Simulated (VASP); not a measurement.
Set up this calculation in VASP 6.6.1, as the native input.

```
Task                   : single point
Functional             : PBEsol
Potentials or basis    : VASP PAW PBE potentials, release 64 (As_d)
Cutoff                 : 510 eV
k mesh                 : 9 × 9 × 9
Occupations            : fermi-dirac, width 0.05 eV
Spin                   : no spin polarisation
Dipole correction      : no
Further INCAR settings : ALGO = Normal; EDIFF = 1e-06; NBANDS = 22
```

The structure of As lies in POSCAR:

```
As
1.0
    1.8636424046      1.0759744439      3.2168981830
   -1.8636424046      1.0759744439      3.2168981830
    0.0000000000     -2.1519488879      3.2168981830
As
2
Direct
    0.2334628344      0.2334628344      0.2334628344
    0.7665371656      0.7665371656      0.7665371656
```

These files were run (other wordings do the same):

INCAR

```
SYSTEM = As
ALGO = Normal
EDIFF = 1E-6
ENCUT = 510
GGA = PS
GGA_COMPAT = .FALSE.
ISIF = 2
ISMEAR = -1
LASPH = .TRUE.
LCHARG = .FALSE.
LREAL = .FALSE.
LWAVE = .FALSE.
NBANDS = 22
NELM = 120
PREC = Accurate
SIGMA = 0.05
```

KPOINTS

```
k-points
0
G
  9 9 9
  0 0 0
```

Potentials or basis: VASP PAW PBE potentials, release 64 (As_d).

Launch:

```bash
$ cat potpaw_PBE.64/As_d/POTCAR > POTCAR
$ mpirun -np 1 vasp_std > vasp.out
```

It gave:

The pressure is 5.3 GPa and the band gap on the k mesh is zero (bands 15 and 16 overlap by 0.08 eV).

Caveat: the cell stands under pressure; the PAW data sets were made with another functional, which shifts forces and pressure a little.

It took 54 s on 1 thread of Intel(R) Xeon(R) Platinum 8488C (Sapphire Rapids), with other jobs on the host, peak memory 0.2 GiB.
